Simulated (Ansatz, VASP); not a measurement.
## One calculation of PbSe, two programs

The input POSCAR:

```
PbSe
1.0
    0.0000000000      3.0886779564      3.0886779564
    3.0886779564      0.0000000000      3.0886779564
    3.0886779564      3.0886779564      0.0000000000
Pb Se
1 1
Direct
    0.0000000000      0.0000000000      0.0000000000
    0.5000000000      0.5000000000      0.5000000000
```

Contents of INCAR.step1:

```
SYSTEM = PbSe
PREC = Accurate ; ENCUT = 520
ISMEAR = 0 ; SIGMA = 0.01
LREAL = .FALSE. ; LASPH = .TRUE.
NELM = 60 ; NBANDS = 17
GGA = PE ; ALGO = Normal
EDIFF = 1E-4 ; LWAVE = .TRUE.
LCHARG = .FALSE.
```

File INCAR.step2:

```
SYSTEM = PbSe
PREC = Accurate ; ENCUT = 520
EDIFF = 1E-7 ; ISMEAR = 0
SIGMA = 0.01 ; LREAL = .FALSE.
LASPH = .TRUE. ; NELM = 60
ALGO = Normal ; ISIF = 2
LWAVE = .FALSE. ; LCHARG = .FALSE.
METAGGA = R2SCAN ; LMIXTAU = .TRUE.
NBANDS = 17 ; ISTART = 1
```

Contents of KPOINTS:

```
regular mesh
0
G
  8 8 8
  0 0 0
```

Input for Ansatz:

```yaml
crystal:
  lattice:
    - [0.0, 3.0886779564, 3.0886779564]
    - [3.0886779564, 0.0, 3.0886779564]
    - [3.0886779564, 3.0886779564, 0.0]
  atoms:
    - { symbol: Pb, position: [0.0, 0.0, 0.0] }
    - { symbol: Se, position: [0.5, 0.5, 0.5] }
basis:
  ecutwfc: 500
kpoints:
  mp_grid: { grid: [8, 8, 8] }
  band_path:
    path:
      - [0.0, 0.0, 0.0]
      - [0.0, 0.0, 0.0]
      - [0.0, 0.0, 0.0]
      - [0.0, 0.0, 0.0]
      - [0.0, 0.0, 0.0]
      - [0.0, 0.0, 0.0]
      - [0.0, 0.0, 0.0]
      - [0.0, 0.0, 0.0]
      - [0.0, 0.0, 0.0]
      - [0.0, 0.0, 0.0]
      - [0.0, 0.0, 0.0]
      - [0.0, 0.0, 0.0]
      - [0.0, 0.0, 0.0]
      - [0.0, 0.0, 0.0]
      - [0.0, 0.0, 0.0]
      - [0.0, 0.0, 0.0]
      - [0.0, 0.0, 0.0]
      - [0.0, 0.0, 0.0]
      - [0.0, 0.0, 0.0]
      - [0.0, 0.0, 0.0]
      - [0.0, 0.0, 0.0]
      - [0.0, 0.0, 0.0]
      - [0.0, 0.0, 0.0]
      - [0.0, 0.0, 0.0]
      - [0.0, 0.0, 0.0]
      - [0.0, 0.0, 0.0]
      - [0.3, 0.3, 0.0]
      - [0.3166666667, 0.3166666667, 0.0]
      - [0.3333333333, 0.3333333333, 0.0]
      - [0.35, 0.35, 0.0]
      - [0.3666666667, 0.3666666667, 0.0]
      - [0.3833333333, 0.3833333333, 0.0]
      - [0.4, 0.4, 0.0]
      - [0.4166666667, 0.4166666667, 0.0]
      - [0.4333333333, 0.4333333333, 0.0]
      - [0.45, 0.45, 0.0]
      - [0.4666666667, 0.4666666667, 0.0]
      - [0.4833333333, 0.4833333333, 0.0]
      - [0.5, 0.5, 0.0]
      - [0.5, 0.5, 0.5]
      - [0.5, 0.5, 0.5]
      - [0.5, 0.5, 0.5]
      - [0.5, 0.5, 0.5]
      - [0.5, 0.5, 0.5]
      - [0.5, 0.5, 0.5]
      - [0.5, 0.5, 0.5]
      - [0.5, 0.5, 0.5]
      - [0.5, 0.5, 0.5]
      - [0.5, 0.5, 0.5]
      - [0.5, 0.5, 0.5]
      - [0.5, 0.5, 0.5]
      - [0.5, 0.5, 0.5]
      - [0.5, 0.5, 0.5]
      - [0.5, 0.5, 0.5]
      - [0.5, 0.5, 0.5]
      - [0.5, 0.5, 0.5]
      - [0.5, 0.5, 0.5]
      - [0.5, 0.5, 0.5]
      - [0.5, 0.5, 0.5]
      - [0.5, 0.5, 0.5]
      - [0.5, 0.5, 0.5]
      - [0.5, 0.5, 0.5]
      - [0.5, 0.5, 0.5]
      - [0.5, 0.5, 0.5]
      - [0.5, 0.5, 0.5]
    npoints: 1
hamiltonian:
  xc: r2scan
  pseudopotentials: { kind: paw, azcp: { folder: soft_1 } }
scf:
  occupations: { method: fixed }
  n_extra_bands: 5
output:
  eigenvalues: true
```

Alike in both runs: task single point; functional r2SCAN; k mesh 8 × 8 × 8; no spin polarisation.

|  | VASP | Ansatz |
| --- | --- | --- |
| version | VASP 6.6.1 | Ansatz 0.2.0 |
| potentials or method | VASP PAW PBE potentials, release 64 (Pb_d, Se), cutoff 520 eV | scalar-relativistic, plane waves, PAW |
| occupations | gaussian, width 0.01 eV | fixed |
| valence electrons in the cell | 20 | 30 |

```tsv
	VASP	Ansatz	Ansatz less VASP
gap on the k mesh at the Fermi level (eV)	0.67	0.67	+0.002
least direct gap on the mesh (eV)	0.67	0.67	+0.002
```

VASP's potentials were made for PBE, not for r2SCAN. VASP's potentials hold 20 valence electrons a cell and Ansatz's 30, so a difference there can come from the potentials and not from the codes.

Spin-orbit coupling is off throughout.
